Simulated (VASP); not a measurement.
A run of VASP 6.6.1:

The input POSCAR:

```
C
1.0
    0.0000000000      1.7801241426      1.7801241426
    1.7801241426      0.0000000000      1.7801241426
    1.7801241426      1.7801241426      0.0000000000
C
2
Direct
    0.0000000000      0.0000000000      0.0000000000
    0.2500000000      0.2500000000      0.2500000000
```

File INCAR.step1:

```
SYSTEM = C
PREC = Accurate
ENCUT = 500
EDIFF = 1E-8
ISMEAR = 0
SIGMA = 0.01
LREAL = .False.
LASPH = .True.
NELM = 60
ALGO = Normal
LWAVE = .True.
LCHARG = .False.
GGA = PE
```

Contents of INCAR.step2:

```
SYSTEM = C
PREC = Accurate
ENCUT = 500
EDIFF = 1E-8
ISMEAR = 0
SIGMA = 0.01
LREAL = .False.
LASPH = .True.
NELM = 1
ALGO = Exact
LWAVE = .True.
LCHARG = .False.
GGA = PE
NBANDS = 34
LOPTICS = .True.
ISTART = 1
```

File INCAR.step3:

```
SYSTEM = C
PREC = Accurate
ENCUT = 500
EDIFF = 1E-8
ISMEAR = 0
SIGMA = 0.01
LREAL = .False.
LASPH = .True.
ALGO = EVGW0
LWAVE = .False.
LCHARG = .False.
GGA = PE
NELMGW = 1
NBANDS = 34
ENCUTGW = 60
NOMEGA = 48
PRECFOCK = Fast
ISTART = 1
NBANDSGW = 12
```

Contents of KPOINTS:

```
Automatic mesh
0
Gamma
  4 4 4
  0 0 0
```

Potentials or basis: VASP PAW PBE potentials, release 64 (C_GW).

The run is started by

```console
$ cat potpaw_PBE.64/C_GW/POTCAR > POTCAR
$ cp INCAR.step1 INCAR
$ mpirun -np 1 vasp_std > vasp.out
$ cp INCAR.step2 INCAR
$ mpirun -np 1 vasp_std > vasp.out
$ cp INCAR.step3 INCAR
$ mpirun -np 1 vasp_std > vasp.out
```

Hardware: 1 thread of AMD EPYC 9R45 96-Core Processor (Zen 5), with other jobs on the host.

Problem. How long does it take, and how much memory?

Solution. Run time: 9 s on 1 thread of AMD EPYC 9R45 96-Core Processor (Zen 5) (shared host), peak memory 0.1 GiB. Counts: k points 8.
